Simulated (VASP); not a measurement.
GdO, 2 atoms in the cell. Symmetry: F-43m, No. 216, cubic system. The conventional cell has a = 5.400 Å, b = 5.400 Å, c = 5.400 Å, α = 90.00°, β = 90.00°, γ = 90.00°. Gd (site symmetry -43m) has 4 O at 2.34 Å within 3.1 Å. Within 3.1 Å of O (site symmetry -43m) lie 4 Gd at 2.34 Å. 

| Property | Result |
| --- | --- |
| Program | VASP 6.6.1 |
| Task | single point |
| Functional | HSE06 |
| Potentials or basis | VASP PAW PBE potentials, release 64 (Gd, O) |
| Cutoff | 520 eV |
| k mesh | 5 × 5 × 5 |
| Occupations | fermi-dirac, width 0.05 eV |
| Spin | collinear spin, ferromagnetic start |
| Starting moments | [7.0, 0.0] μB |
| Dipole correction | no |
| Grid for exact exchange (PRECFOCK) | Normal |
| Further INCAR settings | ALGO = Normal; EDIFF = 1e-06; NBANDS = 23 |
| Share of exact exchange | 0.25 |
| Screening parameter | 0.2079 1/Å |

Potentials or basis: VASP PAW PBE potentials, release 64 (Gd, O).

The run is started by

```console
$ cat potpaw_PBE.64/Gd/POTCAR potpaw_PBE.64/O/POTCAR > POTCAR
$ cp INCAR.step1 INCAR
$ mpirun -np 4 vasp_std > vasp.out
$ cp INCAR.step2 INCAR
$ mpirun -np 4 vasp_std > vasp.out
```

Hardware: 4 MPI ranks on Intel(R) Xeon(R) Platinum 8375C CPU @ 2.90GHz (Ice Lake), with other jobs on the host.

**Question.** How long does it take, and how much memory?

**Answer.** Run time: 19 min on 4 MPI ranks on Intel(R) Xeon(R) Platinum 8375C CPU @ 2.90GHz (Ice Lake), with other jobs on the host, peak memory 0.3 GiB a rank. Counts: k points 10.
